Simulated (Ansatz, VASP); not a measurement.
Ni: VASP beside Ansatz

```
Ni
1.0
     0.00000    1.77345    1.77345
     1.77345    0.00000    1.77345
     1.77345    1.77345    0.00000
Ni
1
Direct
  0.00000 0.00000 0.00000
```

Alike in both runs: task single point; functional r2SCAN; k mesh 20 × 20 × 20; occupations gaussian, width 0.1 eV; collinear spin.

|  | VASP | Ansatz |
| --- | --- | --- |
| version | VASP 6.6.1 | Ansatz 0.2.0 |
| potentials or method | VASP PAW PBE potentials, release 64 (Ni), cutoff 520 eV | scalar-relativistic, plane waves, PAW |
| valence electrons in the cell | 10 | 18 |

|  | VASP | Ansatz | Ansatz less VASP |
| --- | --- | --- | --- |
| gap on the k mesh at the Fermi level (eV) | none | none | - |
| pressure (GPa) | -10.4 | -11.0 | -0.59 |
| net moment per atom (μB) | 0.76 | 0.78 | +0.018 |
| size of the moment on the site where the two differ most (μB) | 0.79 | 0.85 | +0.062 |

VASP's potentials were made for PBE, not for r2SCAN. Site moments also hang on the region over which each program counts them. A gap of «none» marks a metal or a gap that the smearing closes. With one functional, cell and mesh, what is left measures potentials, basis and numerics. VASP's potentials hold 10 valence electrons a cell and Ansatz's 18, so a difference there can come from the potentials and not from the codes. Ansatz's warnings: stability check not made.
